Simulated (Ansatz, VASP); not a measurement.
# One calculation of S, two programs

```
CELL_PARAMETERS angstrom
4.22643 0.00000 0.00000
0.00000 2.07572 0.00000
-1.40846 0.00000 6.28043
ATOMIC_POSITIONS crystal
S 0.00000 0.50000 0.50000
```

Alike in both runs: task single point; functional PBEsol; k mesh 4 × 8 × 4; occupations gaussian, width 0.1 eV; no spin polarisation.

|  | VASP | Ansatz |
| --- | --- | --- |
| version | VASP 6.6.1 | Ansatz 0.2.0 |
| potentials or method | VASP PAW PBE potentials, release 64 (S), cutoff 520 eV | scalar-relativistic, plane waves, PAW |
| valence electrons in the cell | 6 | 6 |

```csv
,VASP,Ansatz,Ansatz less VASP
gap on the k mesh at the Fermi level (eV),none,none,-
pressure (GPa),-1.1,-1.1,+0.04
"traceless stress, the component that is largest in VASP (GPa)",-1.38,-1.34,+0.040
```

VASP's potentials were made for PBE, not for PBEsol. A gap of «none» marks a metal or a gap that the smearing closes.

The k mesh is coarse, so the values compare programs but aren't converged.
